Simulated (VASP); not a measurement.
BN:

```
N B
1.0
     2.49121    0.00000    0.00000
    -1.23834    2.16163    0.00000
    -0.62643   -1.08081    3.00225
N B
1 1
Direct
  0.66851 0.33238 0.98500
  0.97964 0.98350 0.00181
```

This cell differs from its parent crystal: volume scaled by 0.98.

Base run:

| Item | Value |
| --- | --- |
| Program | VASP 6.6.1 |
| Functional | PBEsol |
| Potentials or basis | VASP PAW PBE potentials, release 64 (N, B) |
| Cutoff | 520 eV |
| k mesh | 13 × 13 × 9 |
| Occupations | fermi-dirac, width 0.05 eV |
| Spin | no spin polarisation |

Its results: band gap on the k mesh 2.69 eV, indirect (least direct gap 4.51 eV); pressure 7.6 GPa; largest force 2.865 eV/Å.

**Question.** The run is repeated on the same cell with these changes: functional from PBEsol to LDA; potentials or basis from VASP PAW PBE potentials, release 64 (N, B) to VASP PAW LDA potentials, release 64 (N, B). What comes out?

**Answer.** Band gap on the k mesh 2.62 eV, indirect (least direct gap 4.44 eV); pressure 2.0 GPa; largest force 2.822 eV/Å.

Caveats: the PAW data sets were made with another functional, which shifts forces and pressure a little (some runs); forces of over 1 eV/Å act on the atoms, so gaps and moduli don't describe the material at rest (some runs).

A k mesh can miss the band edges.
